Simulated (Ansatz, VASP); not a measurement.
One calculation of CaC8, two programs

INCAR

```
ALGO = Normal
EDIFF = 1E-7
ENCUT = 520
GGA = PE
ISIF = 2
ISMEAR = 0
ISPIN = 2
IVDW = 12
LASPH = True
LCHARG = True
LELF = True
LORBIT = 11
LREAL = False
LVHAR = True
LWAVE = False
MAGMOM = 0 1 1 1 1 1 1 1 1
NBANDS = 35
NELM = 150
PREC = Accurate
SIGMA = 0.1
```

The input KPOINTS:

```
k-points
0
Gamma
  6 6 4
```

POSCAR

```
CaC8
1.0
    4.9987300000      0.0000000000      0.0000000000
   -2.4993650000      4.3290272000      0.0000000000
    0.0000000000      0.0000000000      4.3680331000
Ca C
1 8
Direct
    0.0000000000      0.0000000000      0.5000000000
    0.3355140000      0.1677570000      0.0000000000
    0.3333333000      0.6666667000      0.0000000000
    0.8322430000      0.1677570000      0.0000000000
    0.8322430000      0.6644860000      0.0000000000
    0.1677570000      0.3355140000      0.0000000000
    0.1677570000      0.8322430000      0.0000000000
    0.6666667000      0.3333333000      0.0000000000
    0.6644860000      0.8322430000      0.0000000000
```

Input for Ansatz:

```yaml
crystal:
  lattice:
    - [4.99873, 0.0, 0.0]
    - [-2.499365, 4.3290272, 0.0]
    - [0.0, 0.0, 4.3680331]
  atoms:
    - { symbol: Ca, position: [0.0, 0.0, 0.5] }
    - { symbol: C, position: [0.335514, 0.167757, 0.0], spin: 1.0 }
    - { symbol: C, position: [0.3333333, 0.6666667, 0.0], spin: 1.0 }
    - { symbol: C, position: [0.832243, 0.167757, 0.0], spin: 1.0 }
    - { symbol: C, position: [0.832243, 0.664486, 0.0], spin: 1.0 }
    - { symbol: C, position: [0.167757, 0.335514, 0.0], spin: 1.0 }
    - { symbol: C, position: [0.167757, 0.832243, 0.0], spin: 1.0 }
    - { symbol: C, position: [0.6666667, 0.3333333, 0.0], spin: 1.0 }
    - { symbol: C, position: [0.664486, 0.832243, 0.0], spin: 1.0 }
basis:
  ecutwfc: 420
kpoints:
  mp_grid: { grid: [6, 6, 4] }
hamiltonian:
  xc: pbe
  dispersion: d3bj
scf:
  occupations: { method: gaussian, width: 0.1 }
  lower_state_search: "off"
output:
  forces: true
  stress: true
  eigenvalues: true
  populations: true
magnetization:
  spin_polarized: true
```

Alike in both runs: task single point; functional PBE; dispersion D3(BJ); k mesh 6 × 6 × 4; occupations gaussian, width 0.1 eV; collinear spin.

|  | VASP | Ansatz |
| --- | --- | --- |
| version | VASP 6.6.1 | Ansatz 0.2.0 |
| potentials or method | VASP PAW PBE potentials, release 64 (Ca_sv, C), cutoff 520 eV | scalar-relativistic, plane waves, PAW |
| valence electrons in the cell | 42 | 42 |

|  | VASP | Ansatz | Ansatz less VASP |
| --- | --- | --- | --- |
| gap on the k mesh at the Fermi level (eV) | none | none | - |
| pressure (GPa) | 0.1 | -0.2 | -0.28 |
| traceless stress, the component that is largest in VASP (GPa) | 0.82 | 0.94 | +0.122 |
| rms of the force components (eV/Å) | 0.004 | 0.001 | -0.0031 |
| net moment per atom (μB) | 0.00 | 0.00 | 0.000 |

Atom by atom the forces differ by 0.004 eV/Å (rms over components). A gap of «none» marks a metal or a gap that the smearing closes. Ansatz's warnings: seeded moment not kept.
